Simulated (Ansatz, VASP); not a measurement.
KI: VASP beside Ansatz

INCAR

```
PREC = Accurate ; ENCUT = 520
EDIFF = 1E-6 ; ISMEAR = 0
SIGMA = 0.05 ; LREAL = False
LASPH = True ; NELM = 60
ALGO = Normal ; ISIF = 2
LWAVE = False ; LCHARG = False
GGA = PE ; NBANDS = 15
```

KPOINTS

```
regular mesh
0
Gamma
  6 6 6
```

The input POSCAR:

```
KI
1.0
    3.8232140630      0.0000000000      0.0000000000
    0.0000000000      3.8232140630      0.0000000000
    0.0000000000      0.0000000000      5.4060246851
K I
1 1
Direct
    0.0000000000      0.0000000000      0.0000000000
    0.5000000000      0.5000000000      0.5000000000
```

Input for Ansatz:

```yaml
crystal:
  lattice:
    - [3.823214063, 0.0, 0.0]
    - [0.0, 3.823214063, 0.0]
    - [0.0, 0.0, 5.4060246851]
  atoms:
    - { symbol: K, position: [0.0, 0.0, 0.0] }
    - { symbol: I, position: [0.5, 0.5, 0.5] }
basis:
  ecutwfc: 420
kpoints:
  mp_grid: { grid: [6, 6, 6] }
hamiltonian:
  xc: pbe
scf:
  occupations: { method: gaussian, width: 0.05 }
output:
  forces: true
  stress: true
  eigenvalues: true
```

Alike in both runs: task single point; functional PBE; k mesh 6 × 6 × 6; occupations gaussian, width 0.05 eV; no spin polarisation.

|  | VASP | Ansatz |
| --- | --- | --- |
| version | VASP 6.6.1 | Ansatz 0.2.0 |
| potentials or method | VASP PAW PBE potentials, release 64 (K_sv, I), cutoff 520 eV | scalar-relativistic, plane waves, PAW |
| valence electrons in the cell | 16 | 26 |

```csv
,VASP,Ansatz,Ansatz less VASP
gap on the k mesh at the Fermi level (eV),0.92,0.92,0.000
least direct gap on the mesh (eV),1.33,1.33,0.000
pressure (GPa),1.2,1.2,-0.03
"traceless stress, the component that is largest in VASP (GPa)",-7.53,-7.55,-0.016
```

VASP's potentials hold 16 valence electrons a cell and Ansatz's 26, so a difference there can come from the potentials and not from the codes.

Spin-orbit coupling is off throughout.
